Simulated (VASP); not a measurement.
A run of VASP 6.6.1 is set up as follows.

File INCAR:

```
  PREC = Accurate
  ENCUT = 520
  EDIFF = 1E-6
  ISMEAR = -1
  SIGMA = 0.1
  LREAL = False
  LASPH = True
  NELM = 80
  ALGO = Normal
  ISIF = 2
  LWAVE = False
  LCHARG = False
  GGA = PS
  NBANDS = 32
```

Contents of KPOINTS:

```
Automatic mesh
0
Gamma
  3 3 1
```

File POSCAR:

```
Al12As
1.0
    5.7275650000      0.0000000000      0.0000000000
    2.8637820000      4.9602170000      0.0000000000
    0.0000000000      0.0000000000     17.6765370000
Al As
12 1
Direct
    0.1666684945      0.1666660955      0.0565721668
    0.6666715499      0.1666660955      0.0565721668
    0.1666709227      0.6666643818      0.0565721668
    0.6666739781      0.6666643818      0.0565721668
   -0.3043597255      0.4074821727      0.1948062565
    0.1244810965      0.4736486327      0.1924132538
   -0.3007991404      0.8789938021      0.1801427508
    0.1919987005      0.9693527521      0.1870106119
   -0.4143031235      0.1879151658      0.3157858352
    0.0831196210      0.1507192125      0.3302965960
   -0.4146759112      0.6783977395      0.3218673431
    0.0629746967      0.7011386800      0.3350995730
   -0.1174872352      0.5121953334      0.4292809163
```

Potentials or basis: VASP PAW PBE potentials, release 64 (Al, As).

Command:

```sh
$ cat potpaw_PBE.64/Al/POTCAR potpaw_PBE.64/As/POTCAR > POTCAR
$ mpirun -np 1 vasp_std > vasp.out
```

(1) Estimate the largest force.

(2) Predict the band gap on the k mesh.

Answers

(1) 2.392 eV/Å.

(2) zero (an odd number of electrons rules out a gap without spin polarisation).

Caveat: the k points lie up to 0.42 Å⁻¹ apart, too coarse for converged energies and pressures of a metal; the atoms stand as in a frame of molecular dynamics; there is no dipole correction, which matters where the two faces differ; the PAW data sets were made with another functional, which shifts forces and pressure a little.
